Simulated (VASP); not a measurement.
# CdTe (F-43m) in VASP: a series of runs

The runs below take CdTe through vibrations by perturbation theory, with PBEsol.

Everything below comes from runs of VASP 6.6.1. Logs are shortened: lines on timing, memory, paths and dates and some standing lists are left out, and cuts for length are marked.

## (1) The cell of the first run

It takes space group F-43m (No. 216, cubic). Conventional cell: a = 6.489 Å, b = 6.489 Å, c = 6.489 Å, α = 90.00°, β = 90.00°, γ = 90.00°. Within 3.7 Å of Cd (site symmetry -43m) lie 4 Te at 2.81 Å. Te (site symmetry -43m) has 4 Cd at 2.81 Å within 3.7 Å.

## (2) Vibrations by perturbation theory, PBEsol

File INCAR:

```
PREC = Accurate ; ENCUT = 520
EDIFF = 1E-8 ; ISMEAR = 0
SIGMA = 0.01 ; LREAL = False
LASPH = True ; NELM = 60
ALGO = Normal ; ISIF = 2
LWAVE = False ; LCHARG = False
GGA = PS ; NBANDS = 16
IBRION = 8 ; NSW = 1
```

File KPOINTS:

```
regular mesh
0
Gamma
  6 6 6
```

File POSCAR:

```
CdTe
1.0
    3.2447046504      3.2447046504      0.0000000000
   -3.2447046504      3.2447046504      0.0000000000
    0.0000000000      3.2447046504      3.2447046504
Cd Te
1 1
Direct
    0.0000000000      0.0000000000      0.0000000000
    0.7500000000      0.2500000000      0.5000000000
```

Potentials or basis: VASP PAW PBE potentials, release 64 (Cd, Te).

On the command line:

```sh
$ cat potpaw_PBE.64/Cd/POTCAR potpaw_PBE.64/Te/POTCAR > POTCAR
$ mpirun -np 1 vasp_std > vasp.out
```

OUTCAR:

```text
PREC = Accurate
   ENCUT = 520
   EDIFF = 1E-8
   ISMEAR = 0
   LREAL = False
   LASPH = True
   NELM = 60
   ISIF = 2
   GGA = PS
   IBRION = 8
   NSW = 1

 ion  position               nearest neighbor table
   1  0.000  0.000  0.000-   2 2.81   2 2.81   2 2.81   2 2.81
   2  0.750  0.250  0.500-   1 2.81   1 2.81   1 2.81   1 2.81

  LATTYP: Found a face centered cubic cell.
 ALAT       =     6.4894093008

  Lattice vectors:

 A1 = (   0.0000000000,   3.2447046504,   3.2447046504)
 A2 = (   3.2447046504,   0.0000000000,   3.2447046504)
 A3 = (   3.2447046504,   3.2447046504,   0.0000000000)

Analysis of symmetry for initial positions (statically):
=====================================================================
 Subroutine PRICEL returns:
 Original cell was already a primitive cell.

 Routine SETGRP: Setting up the symmetry group for a
 face centered cubic supercell.

 Subroutine GETGRP returns: Found 24 space group operations
 (whereof 24 operations were pure point group operations)
 out of a pool of 48 trial point group operations.

The static configuration has the point symmetry T_d .

Analysis of symmetry for dynamics (positions and initial velocities):
=====================================================================
 Subroutine PRICEL returns:
 Original cell was already a primitive cell.

 Routine SETGRP: Setting up the symmetry group for a
 face centered cubic supercell.

 Subroutine GETGRP returns: Found 24 space group operations
 (whereof 24 operations were pure point group operations)
 out of a pool of 48 trial point group operations.

The dynamic configuration has the point symmetry T_d .

 Subroutine INISYM returns: Found 24 space group operations
 (whereof 24 operations are pure point group operations),
 and found     1 'primitive' translations

----------------------------------------------------------------------------------------

                                     Primitive cell

  volume of cell :      68.3212

  direct lattice vectors                    reciprocal lattice vectors
     3.244704650  3.244704650  0.000000000     0.154097230  0.154097230 -0.154097230
    -3.244704650  3.244704650  0.000000000    -0.154097230  0.154097230 -0.154097230
     0.000000000  3.244704650  3.244704650     0.000000000  0.000000000  0.308194461

  length of vectors
     4.588705322  4.588705322  4.588705322     0.266904232  0.266904232  0.308194461

  position of ions in fractional coordinates (direct lattice)
     0.000000000  0.000000000  0.000000000
     0.750000000  0.250000000  0.500000000

  ion indices of the primitive-cell ions
   primitive index   ion index
                 1           1
                 2           2

----------------------------------------------------------------------------------------

 KPOINTS: regular mesh

Automatic generation of k-mesh.
 Grid dimensions read from file:
 generate k-points for:    6    6    6

 Generating k-lattice:

  Cartesian coordinates                     Fractional coordinates (reciprocal lattice)
     0.025682872  0.025682872 -0.025682872     0.166666667  0.000000000  0.000000000
    -0.025682872  0.025682872 -0.025682872     0.000000000  0.166666667  0.000000000
     0.000000000  0.000000000  0.051365743     0.000000000  0.000000000  0.166666667

  Length of vectors
     0.044484039  0.044484039  0.051365743

  Shift w.r.t. Gamma in fractional coordinates (k-lattice)
     0.000000000  0.000000000  0.000000000

 Subroutine IBZKPT returns following result:
 ===========================================

 Found     16 irreducible k-points:

 Following reciprocal coordinates:
            Coordinates               Weight
  0.000000  0.000000  0.000000      1.000000
  0.166667  0.000000  0.000000      8.000000
  0.333333  0.000000  0.000000      8.000000
  0.500000  0.000000  0.000000      4.000000
  0.166667  0.166667  0.000000     12.000000
  0.333333  0.166667  0.000000     24.000000
[... 8 lines left out ...]
  0.500000  0.333333  0.166667     24.000000
  0.500000  0.500000  0.166667     12.000000
   k-points           NKPTS =     16   k-points in BZ     NKDIM =     16   number of bands    NBANDS=     16
   number of dos      NEDOS =    301   number of ions     NIONS =      2
   total plane-waves  NPLWV =  46656
   dimension x,y,z NGX =    36 NGY =   36 NGZ =   36
   dimension x,y,z NGXF=    72 NGYF=   72 NGZF=   72
   ions per type =               1   1
   NGX,Y,Z   is equivalent  to a cutoff of  13.04, 13.04, 13.04 a.u.
   NGXF,Y,Z  is equivalent  to a cutoff of  26.09, 26.09, 26.09 a.u.
 SYSTEM =  unknown system
   PREC   = accura    normal or accurate (medium, high low for compatibility)
   ISTART =      0    job   : 0-new  1-cont  2-samecut
   ICHARG =      2    charge: 1-file 2-atom 10-const
   ISPIN  =      1    spin polarized calculation?
   LNONCOLLINEAR =      F non collinear calculations
   LSORBIT =      F    spin-orbit coupling
   LASPH  =      T    aspherical Exc in radial PAW
   ENCUT  =  520.0 eV  38.22 Ry    6.18 a.u.   8.53  8.53  8.53*2*pi/ulx,y,z
   NELM   =     60;   NELMIN=  2; NELMDL= -5     # of ELM steps
   EDIFF  = 0.1E-07   stopping-criterion for ELM
   LREAL  =      F    real-space projection
   EDIFFG = 0.1E-06   stopping-criterion for IOM
   NSW    =      1    number of steps for IOM
   IBRION =      8    ionic relax: 0-MD 1-quasi-New 2-CG
   NFREE  =      0    steps in history (QN), initial steepest desc. (CG)
   ISIF   =      2    stress and relaxation
   ISYM   =      2    0-nonsym 1-usesym 2-fastsym
   POTIM  = 0.5000    time-step for ionic-motion
   TEBEG  =    0.0;   TEEND  =   0.0 temperature during run
   PSTRESS=    0.0 pullay stress
   NELECT =      18.0000    total number of electrons
   NUPDOWN=      -1.0000    fix difference up-down
   EMIN   =  10.00;   EMAX   =-10.00  energy-range for DOS
   EFERMI =   0.00;   METHOD = LEGACY
   ISMEAR =     0;   SIGMA  =   0.01  broadening in eV -4-tet -1-fermi 0-gaus
   EFERMI_NEDOS =   21; number of points for ismear=-14 and -15
   IALGO  =     38    algorithm
   IMIX   =      4    mixing-type and parameters
     AMIX     =   0.40;   BMIX     =  1.00
     AMIX_MAG =   1.60;   BMIX_MAG =  1.00
  volume/ion in A,a.u.               =      34.16       230.53
  Fermi-wavevector in a.u.,A,eV,Ry     =   1.049495  1.983259 14.986006  1.101440
  Thomas-Fermi vector in A             =   2.184460
   LORBIT       =      0    0 simple, 1 ext, 2 COOP (PROOUT), +10 PAW based schemes
   GGA     = PS    functional components
   LHFCALC =     F    Hartree Fock is set to
   AEXX    =    0.0000 exact exchange contribution
   IVDW    =     0    specifies the selected vdW correction
   LEPSILON=     F    determine dielectric tensor
   LRPA    =     F    only Hartree local field effects (RPA)
 non-spin polarized calculation
 Gauss-broadening in eV      SIGMA  =   0.01
  energy-cutoff  :      520.00
  volume of cell :       68.32
 maximum number of plane-waves:      1868
 NGX is ok and might be reduce to    36
   NGX = 17   NGY = 17   NGZ = 17

--------------------------------------- Ionic step        1  -------------------------------------------

 number of electron      17.9999997 magnetization

 Free energy of the ion-electron system (eV)
  ---------------------------------------------------
  ext. energy  EPLUGINS =         0.00000000
  ---------------------------------------------------
  free energy    TOTEN  =        -5.48354964 eV

  energy without entropy =       -5.48354964  energy(sigma->0) =       -5.48354964

 E-fermi :   2.2233     XC(G=0):  -8.7623

 val. band max:        2.1795626465   @ k =   0.0000   0.0000   0.0000
 cond. band min:       2.8282798672   @ k =   0.0000   0.0000   0.0000
 fundamental gap:      0.6487172207
 Fermi energy:         2.2233418777

 k-point     1 :       0.0000    0.0000    0.0000
  band No.  band energies     occupation
      1      -9.0098      2.00000
      2      -6.0670      2.00000
      3      -6.0670      2.00000
      4      -6.0670      2.00000
      5      -5.8052      2.00000
      6      -5.8052      2.00000
[... 283 lines left out ...]
      5      -5.7924      2.00000
      6      -5.2639      2.00000
[... 8 lines left out ...]
     15      13.2085      0.00000
     16      13.4426      0.00000

------------------------ aborting loop because EDIFF is reached ----------------------------------------

  FORCE on cell =-STRESS in cart. coord.  units (eV):
  Direction    XX          YY          ZZ          XY          YZ          ZX
  --------------------------------------------------------------------------------------
  -------------------------------------------------------------------------------------
  Total        0.0738283      0.0738283      0.0738283      0.0000000      0.0000000     -0.0000000
  in kB        1.7313230      1.7313230      1.7313230      0.0000000      0.0000000     -0.0000000
  external PRESSURE =       1.7313230 kB  Pullay stress =       0.0000000 kB

 VOLUME and BASIS-vectors are now :
 -----------------------------------------------------------------------------
  energy-cutoff  :      520.00
  volume of cell :       68.32
      direct lattice vectors                 reciprocal lattice vectors
     3.244704650  3.244704650  0.000000000     0.154097230  0.154097230 -0.154097230
    -3.244704650  3.244704650  0.000000000    -0.154097230  0.154097230 -0.154097230
     0.000000000  3.244704650  3.244704650     0.000000000  0.000000000  0.308194461

 POSITION                                       TOTAL-FORCE (eV/Angst)
 -----------------------------------------------------------------------------------
      0.00000      0.00000      0.00000        -0.000000      0.000000      0.000000
      1.62235      4.86706      1.62235         0.000000     -0.000000      0.000000
 -----------------------------------------------------------------------------------
    total drift:                                0.000000     -0.000000      0.000000

  FREE ENERGIE OF THE ION-ELECTRON SYSTEM (eV)
  ---------------------------------------------------
  free  energy   TOTEN  =        -5.4835496400 eV

  energy  without entropy=       -5.4835496400  energy(sigma->0) =       -5.48354964

[... ionic steps 2 to 3 ...]

--------------------------------------- Ionic step        4  -------------------------------------------

------------------------ aborting loop because EDIFF is reached ----------------------------------------

[... ionic steps 5 to 6 ...]

--------------------------------------- Ionic step        7  -------------------------------------------

 Free energy of the ion-electron system (eV)
  ---------------------------------------------------
  ---------------------------------------------------
  free energy    TOTEN  =        -0.04891074 eV

  energy without entropy =       -0.04891074

------------------------ aborting loop because EDIFF is reached ----------------------------------------

 INTERNAL STRAIN TENSOR  FOR ION    2  DIRECTION 1   (eV/Angst):
 -----------------------------------------------------------------------------
     0.00721  0.00000  0.00000
     0.00000 -0.00945  5.62324
     0.00000  5.62324 -0.00945

 INTERNAL STRAIN TENSOR FOR ION    2 for displacements in x,y,z  (eV/Angst):
          X           Y           Z          XY          YZ          ZX
  --------------------------------------------------------------------------------
  x     0.00000    -0.00000    -0.00000     0.00000     5.62324     0.00000
  y     0.00000     0.00000     0.00000     0.00000     0.00000     5.62324
  z    -0.00000    -0.00000     0.00000     5.62324     0.00000     0.00000

 SECOND DERIVATIVES (NOT SYMMETRIZED)
 ------------------------------------
               1X          1Y          1Z          2X          2Y          2Z
  1X    -4.443648    0.000000   -0.000000    4.443648   -0.000000    0.000000
  1Y    -0.000000   -4.443648    0.000000    0.000000    4.443648   -0.000000
  1Z    -0.000000    0.000000   -4.443648    0.000000   -0.000000    4.443648
  2X     4.460135   -0.000000    0.000000   -4.460135    0.000000   -0.000000
  2Y     0.000000    4.460135   -0.000000   -0.000000   -4.460135    0.000000
  2Z     0.000000   -0.000000    4.460135   -0.000000    0.000000   -4.460135

 Eigenvectors and eigenvalues of the dynamical matrix
 ----------------------------------------------------

   1 f  =    4.266616 THz    26.807940 2PiTHz  142.318996 cm-1    17.645299 meV
             X         Y         Z           dx          dy          dz
      0.000000  0.000000  0.000000     0.000000    0.728505    0.000000
      1.622352  4.867057  1.622352     0.000000   -0.685040    0.000000
[... 21 lines left out ...]
   6 f/i=    0.003943 THz     0.024774 2PiTHz    0.131519 cm-1     0.016306 meV
             X         Y         Z           dx          dy          dz
      0.000000  0.000000  0.000000    -0.000000    0.000000   -0.685040
      1.622352  4.867057  1.622352     0.000000    0.000000   -0.728505

--------------------------------------------------------------------------------------------------------

 ELASTIC MODULI CONTR FROM IONIC RELAXATION (kBar)
 Direction    XX          YY          ZZ          XY          YZ          ZX
 --------------------------------------------------------------------------------
 XX          -0.0000     -0.0000     -0.0000      0.0000      0.0000     -0.0000
 YY          -0.0000     -0.0000     -0.0000      0.0000      0.0000      0.0000
 ZZ          -0.0000     -0.0000     -0.0000      0.0000      0.0000     -0.0000
 XY           0.0000      0.0000      0.0000   -171.9761     -0.0000     -0.0000
 YZ           0.0000      0.0000      0.0000     -0.0000   -171.9761     -0.0000
 ZX          -0.0000      0.0000     -0.0000     -0.0000     -0.0000   -171.9761
 --------------------------------------------------------------------------------
```

Run time: 93 s. Hardware: 1 thread of Intel Xeon 6975P-C (Granite Rapids), shared host; peak memory 0.31 GiB.

Results:

```yaml
Highest_phonon_frequency_at_Γ_LO-TO_splitting_left_out: 142 cm⁻¹
```

Phonon frequencies in cm⁻¹ (negative: imaginary):
| q point | frequencies |
| --- | --- |
| (0.000, 0.000, 0.000) | 0 0 0 142 142 142 |

Caveat: the PAW data sets were made with another functional, which shifts forces and pressure a little; spin-orbit coupling is left out, which moves the levels of the heavy elements.

(Continued in part 2 of 2.)
